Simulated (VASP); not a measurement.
Wanted: the native input for a VASP 6.6.1 run.

```yaml
Task: relaxation of cell and atoms
Functional: PBE
Potentials_or_basis: VASP PAW PBE potentials, release 64 (Ti_sv, Cu, B)
Cutoff: 600 eV
k_mesh: 6 × 6 × 6
Occupations: gaussian, width 0.1 eV
Spin: no spin polarisation
Dipole_correction: no
Further_INCAR_settings: ALGO = Normal; EDIFF = 1e-06; IBRION = 2; EDIFFG = -0.04; NSW = 90; ISIF = 3
```

The structure of Ti2CuB2 lies in POSCAR:

```
Ti2CuB2
1.0
    2.0668680700      1.1933068400      3.3654121600
   -2.0668680700      1.1933068400      3.3654121600
    0.0000000000     -2.3866136800      3.3654121600
Ti Cu B
2 1 2
Direct
    0.7813975700      0.7813975700      0.7813975700
    0.2186024300      0.2186024300      0.2186024300
    0.0000000000      0.0000000000      0.0000000000
    0.5680652400      0.5680652400      0.5680652400
    0.4319347600      0.4319347600      0.4319347600
```

The cell was built from a structure type or drawn by symmetry, and may not be a known phase.

One way to write it, as run:

INCAR

```
SYSTEM = Ti2CuB2
PREC = Accurate ; ENCUT = 600
EDIFF = 1E-6 ; ISMEAR = 0
SIGMA = 0.1 ; LREAL = .False.
LASPH = .True. ; NELM = 100
ALGO = Normal ; ISIF = 3
LWAVE = .False. ; LCHARG = .False.
GGA = PE ; IBRION = 2
NSW = 90 ; EDIFFG = -0.04
```

KPOINTS

```
regular mesh
0
Gamma
  6 6 6
  0 0 0
```

Potentials or basis: VASP PAW PBE potentials, release 64 (Ti_sv, Cu, B).

Command:

```sh
$ cat potpaw_PBE.64/Ti_sv/POTCAR potpaw_PBE.64/Cu/POTCAR potpaw_PBE.64/B/POTCAR > POTCAR
$ mpirun -np 1 vasp_std > vasp.out
```

It gave:

| Property | Result |
| --- | --- |
| Relaxed volume | 11.16 Å³/atom |
| Relaxed cell | a = 4.573 Å, b = 4.573 Å, c = 4.573 Å, α = 52.55°, β = 52.55°, γ = 52.55° |
| Space group after relaxing (to 0.1 Å) | R-3m (No. 166) |
| Energy gained by relaxing | 588.1 meV/atom |
| Ionic steps | 17 |
| Pressure after relaxing | 0.1 GPa |
| Largest force after relaxing | 0.029 eV/Å |
| Band gap on the k mesh | zero (an odd number of electrons rules out a gap without spin polarisation) |

It took 25 min on 1 thread of Intel Xeon 8259CL, with other jobs on the host, peak memory 0.25 GiB.
